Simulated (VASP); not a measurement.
# Rh (P6_3/mmc) in VASP: further runs, part 2 of 2

VASP 6.6.1.

**5. Single point, PBE (15.37 Å³/atom)**

Contents of INCAR:

```
ALGO = Fast
EDIFF = 1E-6
ENCUT = 520
GGA = PE
ISIF = 2
ISMEAR = 0
LASPH = T
LCHARG = F
LREAL = F
LWAVE = F
NBANDS = 22
NELM = 100
PREC = Accurate
SIGMA = 0.15
```

Contents of KPOINTS:

```
k-points
0
Gamma
  21 21 12
```

Contents of POSCAR:

```
Rh
1.0
    2.6937920528      0.0000000000      0.0000000000
   -1.3468960264      2.3328923502      0.0000000000
    0.0000000000      0.0000000000      4.8905794719
Rh
2
Direct
    0.6666666667      0.3333333333      0.7500000000
    0.3333333333      0.6666666667      0.2500000000
```

Potentials or basis: VASP PAW PBE potentials, release 64 (Rh_pv).

On the command line:

```sh
> cat potpaw_PBE.64/Rh_pv/POTCAR > POTCAR
> mpirun -np 1 vasp_std > vasp.out
```

OUTCAR:

```text
EDIFF = 1E-6
   ENCUT = 520
   GGA = PE
   ISIF = 2
   ISMEAR = 0
   LASPH = T
   LREAL = F
   NELM = 100
   PREC = Accurate

 ion  position               nearest neighbor table
   1  0.667  0.333  0.750-   2 2.90   2 2.90   2 2.90   2 2.90   2 2.90   2 2.90
   2  0.333  0.667  0.250-   1 2.90   1 2.90   1 2.90   1 2.90   1 2.90   1 2.90

  LATTYP: Found a hexagonal cell.
 ALAT       =     2.6937920528
 C/A-ratio  =     1.8155000000

  Lattice vectors:

[... 191 lines left out ...]
      1     -36.5362      2.00000
      2     -36.2173      2.00000
      3     -36.2173      2.00000
      4     -36.1811      2.00000
      5     -36.1811      2.00000
      6     -36.1765      2.00000
[... 589 lines left out ...]
     21      25.9614      0.00000
     22      27.2784      0.00000

 [... further k-points ...]
[... 5 lines left out ...]
  --------------------------------------------------------------------------------------
  -------------------------------------------------------------------------------------
  Total       -1.3836979     -1.3836979     -5.5343738      0.0000000      0.0000000      0.0000000
  in kB      -72.1327994    -72.1327994   -288.5094105      0.0000000      0.0000000      0.0000000
  external PRESSURE =    -144.2583364 kB  Pullay stress =       0.0000000 kB

 VOLUME and BASIS-vectors are now :
 -----------------------------------------------------------------------------
  energy-cutoff  :      520.00
  volume of cell :       30.73
      direct lattice vectors                 reciprocal lattice vectors
     2.693792053  0.000000000  0.000000000     0.371223903  0.214326220  0.000000000
    -1.346896026  2.332892350  0.000000000     0.000000000  0.428652441  0.000000000
     0.000000000  0.000000000  4.890579472     0.000000000  0.000000000  0.204474747

 POSITION                                       TOTAL-FORCE (eV/Angst)
 -----------------------------------------------------------------------------------
      1.34690      0.77763      3.66793        -0.000000      0.000000      0.000000
     -0.00000      1.55526      1.22264         0.000000     -0.000000      0.000000
 -----------------------------------------------------------------------------------
    total drift:                               -0.000000      0.000000     -0.000000

  FREE ENERGIE OF THE ION-ELECTRON SYSTEM (eV)
  ---------------------------------------------------
  free  energy   TOTEN  =       -14.1514296348 eV

  energy  without entropy=      -14.1090519664  energy(sigma->0) =      -14.13024080
```

stdout:

```text
POSCAR found type information on POSCAR Rh
 POSCAR found :  1 types and       2 ions
 scaLAPACK will be used
 LDA part: xc-table for (Slater+PW92), standard interpolation
 POSCAR, INCAR and KPOINTS ok, starting setup
 FFT: planning ... GRIDC
 FFT: planning ... GRID_SOFT
 FFT: planning ... GRID
 WAVECAR not read
 entering main loop
```

Wall time 3.8 min (1 thread of Intel Xeon 8259CL, shared host); peak memory 0.28 GiB.

Results:

```
Free energy            : -14.1514 eV
Pressure               : -14.4 GPa
Band gap on the k mesh : zero (bands 15 and 16 overlap by 2.23 eV)
```

Levels at points of the mesh, in eV from the Fermi level:
```tsv
k point	band 13	band 14	band 15	band 16	band 17	band 18
(0.00, 0.00, 0.00)	-2.23	-0.86	-0.86	0.03	0.26	0.26
(0.00, 0.00, 0.50)	-2.46	-2.46	-0.18	-0.18	-0.18	-0.18
```

Caveat: the cell stands under tension.

**6. Single point, PBE (15.37 Å³/atom)**

Contents of INCAR:

```
SYSTEM = Rh
ALGO = Fast
EDIFF = 1E-6
ENCUT = 520
GGA = PE
ISIF = 2
ISMEAR = 0
LASPH = .TRUE.
LCHARG = .FALSE.
LREAL = .FALSE.
LWAVE = .FALSE.
NBANDS = 22
NELM = 100
PREC = Accurate
SIGMA = 0.15
```

Contents of KPOINTS:

```
k-points
0
G
  21 21 12
  0 0 0
```

Contents of POSCAR:

```
Rh
1.0
    2.8612055075      0.0000000000      0.0000000000
   -1.4306027538      2.4778766550      0.0000000000
    0.0000000000      0.0000000000      4.3350124645
Rh
2
Direct
    0.6666666667      0.3333333333      0.7500000000
    0.3333333333      0.6666666667      0.2500000000
```

Potentials or basis: VASP PAW PBE potentials, release 64 (Rh_pv).

On the command line:

```sh
> cat potpaw_PBE.64/Rh_pv/POTCAR > POTCAR
> mpirun -np 1 vasp_std > vasp.out
```

Wall time 3.2 min (1 thread of Intel Xeon 8259CL, shared host); peak memory 0.29 GiB.

It converged, with:

| Property | Result |
| --- | --- |
| Free energy | -14.2764 eV |
| Pressure | -16.2 GPa |
| Band gap on the k mesh | zero (bands 15 and 16 overlap by 1.81 eV) |

Stress tensor (GPa, compression positive):
```
-19.34   0.00   0.00
  0.00 -19.34   0.00
  0.00   0.00  -9.92
```

Levels at points of the mesh, in eV from the Fermi level:
```
           k point  band 12  band 13  band 14  band 15  band 16  band 17  band 18  band 19
(0.00, 0.00, 0.00)    -2.03    -2.03    -2.00    -2.00     0.09     0.09     1.49     8.49
(0.00, 0.00, 0.50)    -2.81    -2.51    -2.51    -0.35    -0.35    -0.35    -0.35    14.84
```

Caveat: the cell stands under tension.

**7. Overview**

| cell | further INCAR settings | gap on the mesh (eV) | pressure (GPa) |
| --- | --- | --- | --- |
| a = 2.748, b = 2.748, c = 4.698 Å, angles 90.0, 90.0, 120.0°, 2 atoms | ALGO = Fast; EDIFF = 1e-07; NBANDS = 22 | none | -16.8 |
| a = 2.919, b = 2.919, c = 4.164 Å, angles 90.0, 90.0, 120.0°, 2 atoms | ALGO = Fast; EDIFF = 1e-06; NBANDS = 22 | none | -13.9 |
| a = 2.804, b = 2.804, c = 4.513 Å, angles 90.0, 90.0, 120.0°, 2 atoms | ALGO = Fast; EDIFF = 1e-06; NBANDS = 22 | none | -17.3 |
| a = 2.694, b = 2.694, c = 4.891 Å, angles 90.0, 90.0, 120.0°, 2 atoms | ALGO = Fast; EDIFF = 1e-06; NBANDS = 22 | none | -14.4 |
| a = 2.861, b = 2.861, c = 4.335 Å, angles 90.0, 90.0, 120.0°, 2 atoms | ALGO = Fast; EDIFF = 1e-06; NBANDS = 22 | none | -16.2 |

Alike in all rows: task single point; level PBE; potentials or basis VASP PAW PBE potentials, release 64 (Rh_pv); no spin polarisation; k mesh 21 × 21 × 12; cutoff (eV) 520; smearing gaussian 0.15 eV.

Caveats: the cell stands under tension.

Absolute energies hang on the potentials; compare differences alone.
